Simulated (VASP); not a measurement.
Input of a VASP 6.6.1 run:

File INCAR:

```
ALGO = Normal ; EDIFF = 1E-6
ENCUT = 520 ; GGA = PE
ISIF = 2 ; ISMEAR = 0
LASPH = True ; LCHARG = False
LREAL = False ; LWAVE = False
NBANDS = 31 ; NELM = 60
PREC = Accurate ; SIGMA = 0.1
```

Contents of KPOINTS:

```
k-points
0
Gamma
  4 4 6
```

The input POSCAR:

```
SnC2
1.0
    4.9876889098      0.0000000000      0.0000000000
    0.0000000000      5.1395576426      0.0000000000
    0.0000000000      0.0000000000      3.3570983047
Sn C
2 4
Direct
    0.5000000000      0.5000000000      0.5000000000
    0.0000000000      0.0000000000      0.0000000000
    0.2250000000      0.8250000000      0.5000000000
    0.7250000000      0.6750000000      0.0000000000
    0.7750000000      0.1750000000      0.5000000000
    0.2750000000      0.3250000000      0.0000000000
```

Potentials or basis: VASP PAW PBE potentials, release 64 (Sn_d, C).

Launch:

```console
$ cat potpaw_PBE.64/Sn_d/POTCAR potpaw_PBE.64/C/POTCAR > POTCAR
$ mpirun -np 1 vasp_std > vasp.out
```

Estimate the largest force.

0.394 eV/Å.

Predict the band gap on the k mesh.

zero (band 22 reaches 6.90 eV, above the bottom of band 23 at 5.26 eV).

What does it give for the pressure?

9.9 GPa.

Forces in eV/Å, atoms in the order of the input:
```
Sn   0.000  0.000  0.000
Sn   0.000  0.000  0.000
C    0.160  0.360  0.000
C    0.160 -0.360  0.000
C   -0.160 -0.360  0.000
C   -0.160  0.360  0.000
```

Caveat: spin-orbit coupling is left out, which moves the levels of the heavy elements.
